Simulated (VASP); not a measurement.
Runs of VASP 6.6.1 on InSb. The structure is that of space group Pmmn (No. 59), or close to it. The cells are those of the table. 

```tsv
task	cell	gap on the mesh (eV)	pressure (GPa)	largest force (eV/Å)
electric field gradients	a = 5.303, b = 5.655, c = 3.063 Å, 4 atoms	none	(b)	0.87
single point	a = 5.285, b = 5.635, c = 3.022 Å, 4 atoms	none	23.3	0.88
single point	a = 5.357, b = 5.712, c = 2.971 Å, 4 atoms	none	21.2	0.69
electric field gradients	a = 5.427, b = 5.787, c = 3.103 Å, 4 atoms	none	13.4	0.65
electric field gradients	a = 5.464, b = 5.826, c = 3.063 Å, 4 atoms	none	(a)	0.57
single point	a = 5.339, b = 5.693, c = 3.053 Å, 4 atoms	none	19.1	0.79
electric field gradients	a = 5.196, b = 5.541, c = 3.063 Å, 4 atoms	none	27.1	1.13
```

Alike in all rows: level PBE; potentials or basis VASP PAW PBE potentials, release 64 (In_d, Sb); no spin polarisation; k mesh 6 × 6 × 11; cutoff (eV) 520; smearing fermi-dirac 0.08 eV.

**Question.** Fill in the values left out.

**Answer.** (a) 13.0; (b) 20.7.

Caveats: the cell stands under pressure; spin-orbit coupling is left out, which moves the levels of the heavy elements; forces of over 1 eV/Å act on the atoms, so gaps and moduli don't describe the material at rest (at least some runs).

A k mesh can miss the band edges, and the runs leave out spin-orbit coupling on In, Sb.

A gap of «none» marks levels without a gap at the run's occupations.
